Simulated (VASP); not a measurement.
Runs of VASP 6.6.1 on Cu. The structure is that of space group P6/mmm (No. 191), or close to it. The cells are those of the table. 

```tsv
cell	k mesh	gap on the mesh (eV)	pressure (GPa)
a = 4.119, b = 4.119, c = 2.472 Å, angles 90.0, 90.0, 120.0°, 3 atoms	10 × 10 × 14	none	-4.9
a = 4.065, b = 4.065, c = 2.440 Å, angles 90.0, 90.0, 120.0°, 3 atoms	9 × 9 × 13	none	(b)
a = 4.171, b = 4.171, c = 2.504 Å, angles 90.0, 90.0, 120.0°, 3 atoms	10 × 10 × 14	none	-9.3
a = 4.222, b = 4.222, c = 2.534 Å, angles 90.0, 90.0, 120.0°, 3 atoms	10 × 10 × 14	none	(a)
a = 3.954, b = 3.954, c = 2.373 Å, angles 90.0, 90.0, 120.0°, 3 atoms	10 × 10 × 14	none	16.8
a = 4.065, b = 4.065, c = 2.440 Å, angles 90.0, 90.0, 120.0°, 3 atoms	10 × 10 × 14	none	0.6
a = 3.896, b = 3.896, c = 2.338 Å, angles 90.0, 90.0, 120.0°, 3 atoms	10 × 10 × 14	none	(c)
a = 4.010, b = 4.010, c = 2.407 Å, angles 90.0, 90.0, 120.0°, 3 atoms	10 × 10 × 14	none	7.6
```

Alike in all rows: task single point; level r2SCAN; potentials or basis VASP PAW PBE potentials, release 64 (Cu); no spin polarisation; cutoff (eV) 520; smearing fermi-dirac 0.1 eV.

Question: Fill in the values left out.

Answer: (a) -12.7; (b) 0.5; (c) 28.5.

Caveats: the PAW data sets were made with another functional, which shifts forces and pressure a little.

A gap of «none» marks levels without a gap at the run's occupations.
